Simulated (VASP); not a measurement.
Cu, 2 atoms in the cell. The structure is hexagonal, space group P6_3/mmc (No. 194). Conventional cell: a = 2.508 Å, b = 2.508 Å, c = 4.111 Å, α = 90.00°, β = 90.00°, γ = 120.00°. Within 3.3 Å of Cu (site symmetry -6m2) lie 12 Cu at 2.51 Å. This isn't the form of Cu at room conditions, which is fcc.

```yaml
Program: VASP 6.6.1
Task: single point
Functional: BLYP
Potentials_or_basis: VASP PAW PBE potentials, release 64 (Cu)
Cutoff: 520 eV
k_mesh: 15 × 15 × 8
Occupations: fermi-dirac, width 0.1 eV
Spin: no spin polarisation
Dipole_correction: no
Further_INCAR_settings: ALGO = Normal; EDIFF = 1e-06; NBANDS = 18
```

Potentials or basis: VASP PAW PBE potentials, release 64 (Cu).

Run with:

```bash
$ cat potpaw_PBE.64/Cu/POTCAR > POTCAR
$ mpirun -np 1 vasp_std > vasp.out
```

Hardware: 1 thread of Intel Xeon 8259CL, with other jobs on the host.

Q: Estimate the wall time of this run.

A: It took 84 s on 1 thread of Intel Xeon 8259CL (shared host), peak memory 0.17 GiB. Counts: scf iterations 11, k points 135.
